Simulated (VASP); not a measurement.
The system is GaSb.

```
Ga Sb
1.0
     0.00000    3.06860    3.06860
     3.06860    0.00000    3.06860
     3.06860    3.06860    0.00000
Ga Sb
1 1
Direct
  0.00000 0.00000 0.00000
  0.75000 0.75000 0.75000
```

| Quantity | Value |
| --- | --- |
| Program | VASP 6.6.1 |
| Task | relaxation of cell and atoms |
| Functional | PBE |
| Potentials or basis | VASP PAW PBE potentials, release 64 (Ga_d, Sb) |
| Cutoff | 600 eV |
| k mesh | 12 × 12 × 12 |
| Occupations | gaussian, width 0.1 eV |
| Spin | no spin polarisation |

At the start: pressure 1.9 GPa; volume 28.89 Å³/atom.

Problem. How do energy, volume and symmetry change on relaxing?

Solution. Over 3 steps the energy falls by 6.4 meV/atom and the volume is 30.03 Å³/atom (+3.9 %); space group F-43m (No. 216, to 0.1 Å) before and after.

The path:
| step | energy change (eV) | largest force (eV/Å) | pressure (GPa) | volume (Å³) |
| --- | --- | --- | --- | --- |
| 1 | 0.0000 | 0.0000 | 1.88 | 57.79 |
| 2 | -0.0119 | 0.0000 | -0.43 | 60.67 |
| 3 | -0.0128 | 0.0000 | 0.00 | 60.06 |

Final structure:
```cif
data_structure
_symmetry_space_group_name_H-M 'P 1'
_symmetry_Int_Tables_number 1
_cell_length_a 4.3957
_cell_length_b 4.3957
_cell_length_c 4.3957
_cell_angle_alpha 60.000
_cell_angle_beta 60.000
_cell_angle_gamma 60.000
_cell_volume 60.06
loop_
_atom_site_label
_atom_site_type_symbol
_atom_site_fract_x
_atom_site_fract_y
_atom_site_fract_z
_atom_site_occupancy
Ga1 Ga 0.00000 0.00000 0.00000 1
Sb1 Sb 0.75000 0.75000 0.75000 1
```
